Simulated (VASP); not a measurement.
# CuO (Fm-3m) in VASP: a series of runs, part 2 of 2

VASP 6.6.1.

### Step 3. Single point, BLYP, collinear spin, ferromagnetic start

This run uses another cell than the first one, of 9.96 Å³/atom.

INCAR

```
SYSTEM = CuO
  PREC = Accurate
  ENCUT = 600
  EDIFF = 1E-6
  ISMEAR = 1
  SIGMA = 0.22
  LREAL = .False.
  LASPH = .True.
  NELM = 200
  ALGO = Normal
  ISIF = 2
  LWAVE = .False.
  LCHARG = .True.
  ISPIN = 2
  MAGMOM = 0.46 0.25
  LORBIT = 11
  LMAXMIX = 4
  GGA = B5
  ALDAX = 1.0
  AGGAX = 1.0
  AGGAC = 1.0
  ALDAC = 0.0
  LELF = .True.
  LVHAR = .True.
  ISYM = 0
  NBANDS = 20
  GGA_COMPAT = .False.
```

KPOINTS

```
regular mesh
0
Gamma
  5 4 3
  0 0 0
```

POSCAR

```
CuO
1.0
    0.0000000000      2.1512638730      2.1512638730
    2.1512638730      0.0000000000      2.1512638730
    2.1512638730      2.1512638730      0.0000000000
Cu O
1 1
Direct
    0.0000000000      0.0000000000      0.0000000000
    0.5000000000      0.5000000000      0.5000000000
```

Potentials or basis: VASP PAW PBE potentials, release 64 (Cu, O).

Started as:

```
$ cat potpaw_PBE.64/Cu/POTCAR potpaw_PBE.64/O/POTCAR > POTCAR
$ mpirun -np 1 vasp_std > vasp.out
```

OUTCAR:

```text
SYSTEM = CuO
   PREC = Accurate
   ENCUT = 600
   EDIFF = 1E-6
   ISMEAR = 1
   LREAL = .False.
   LASPH = .True.
   NELM = 200
   ISIF = 2
   ISPIN = 2
   LORBIT = 11
   GGA = B5
   ISYM = 0

 ion  position               nearest neighbor table
   1  0.000  0.000  0.000-   2 2.15   2 2.15   2 2.15   2 2.15   2 2.15   2 2.15
   2  0.500  0.500  0.500-   1 2.15   1 2.15   1 2.15   1 2.15   1 2.15   1 2.15

IMPORTANT INFORMATION: All symmetrisations will be switched off!
NOSYMM: (Re-)initialisation of all symmetry stuff for point group C_1.

----------------------------------------------------------------------------------------

                                     Primitive cell

  volume of cell :      19.9118

  direct lattice vectors                    reciprocal lattice vectors
     0.000000000  2.151263873  2.151263873    -0.232421511  0.232421511  0.232421511
     2.151263873  0.000000000  2.151263873     0.232421511 -0.232421511  0.232421511
     2.151263873  2.151263873  0.000000000     0.232421511  0.232421511 -0.232421511

  length of vectors
     3.042346545  3.042346545  3.042346545     0.402565866  0.402565866  0.402565866

[... 1271 lines left out ...]
------------------------ aborting loop because EDIFF is reached ----------------------------------------

  FORCE on cell =-STRESS in cart. coord.  units (eV):
  Direction    XX          YY          ZZ          XY          YZ          ZX
  --------------------------------------------------------------------------------------
  -------------------------------------------------------------------------------------
  Total        0.0873235     -0.0777007      0.1117274      0.0571755     -0.0587382     -0.0151589
  in kB        7.0263648     -6.2520813      8.9899938      4.6005436     -4.7262854     -1.2197376
  external PRESSURE =       3.2547591 kB  Pullay stress =       0.0000000 kB

 VOLUME and BASIS-vectors are now :
 -----------------------------------------------------------------------------
  energy-cutoff  :      600.00
  volume of cell :       19.91
      direct lattice vectors                 reciprocal lattice vectors
     0.000000000  2.151263873  2.151263873    -0.232421511  0.232421511  0.232421511
     2.151263873  0.000000000  2.151263873     0.232421511 -0.232421511  0.232421511
     2.151263873  2.151263873  0.000000000     0.232421511  0.232421511 -0.232421511

 POSITION                                       TOTAL-FORCE (eV/Angst)
 -----------------------------------------------------------------------------------
      0.00000      0.00000      0.00000        -0.000001      0.000000     -0.000001
      2.15126      2.15126      2.15126         0.000001     -0.000000      0.000001
 -----------------------------------------------------------------------------------
    total drift:                                0.000000      0.000001      0.000004

  FREE ENERGIE OF THE ION-ELECTRON SYSTEM (eV)
  ---------------------------------------------------
  free  energy   TOTEN  =        -8.7379904454 eV

  energy  without entropy=       -8.7420515260  energy(sigma->0) =       -8.73934414

 total charge

# of ion       s       p       d       tot
------------------------------------------
    1        0.298   0.294   9.169   9.760
    2        1.567   3.347   0.000   4.914
--------------------------------------------------
tot          1.865   3.641   9.169  14.674

 magnetization (x)

# of ion       s       p       d       tot
------------------------------------------
    1       -0.000  -0.000   0.000   0.000
    2        0.000   0.000   0.000   0.000
--------------------------------------------------
tot         -0.000   0.000   0.000   0.000
```

stdout:

```text
POSCAR found type information on POSCAR CuO
 POSCAR found :  2 types and       2 ions
 scaLAPACK will be used
 -----------------------------------------------------------------------------
|                                                                             |
|                                                                             |
[... 21 lines left out ...]
|     Results are often still useful ...                                      |
|                                                                             |
 -----------------------------------------------------------------------------

 POSCAR, INCAR and KPOINTS ok, starting setup
 FFT: planning ... GRIDC
 FFT: planning ... GRID_SOFT
 FFT: planning ... GRID
 WAVECAR not read
 entering main loop
```

It took 1.8 min on 1 thread of Intel Xeon 8259CL, shared host; peak memory 0.13 GiB.

Results:

```
Free energy                                           : -8.7380 eV
Pressure                                              : 0.3 GPa
Net moment                                            : 0.00 μB per cell
Valence electrons inside the program's atomic spheres : Cu 9.76; O 4.91
```

Levels at points of the mesh, in eV from the Fermi level:
Spin up:
```tsv
k point	band 6	band 7	band 8	band 9	band 10	band 11	band 12	band 13
(0.00, 0.00, 0.00)	-2.19	-2.18	-2.11	-2.07	1.44	18.67	18.68	18.69
(0.00, 0.50, 0.00)	-1.79	-1.40	0.66	0.69	6.03	9.20	13.61	13.62
```
Spin down:
```csv
k point,band 6,band 7,band 8,band 9,band 10,band 11,band 12,band 13
"(0.00, 0.00, 0.00)",-2.19,-2.18,-2.11,-2.07,1.44,18.67,18.68,18.69
"(0.00, 0.50, 0.00)",-1.79,-1.40,0.66,0.69,6.03,9.20,13.61,13.62
```

Caveat: the k points lie up to 0.72 Å⁻¹ apart; the PAW data sets were made with another functional, which shifts forces and pressure a little; semilocal functionals often make such compounds metallic where correlation or magnetic order opens a gap, which also shifts bond lengths. With open d or f shells a metallic result of BLYP can be an artefact of self-interaction; +U or a hybrid may open a gap.
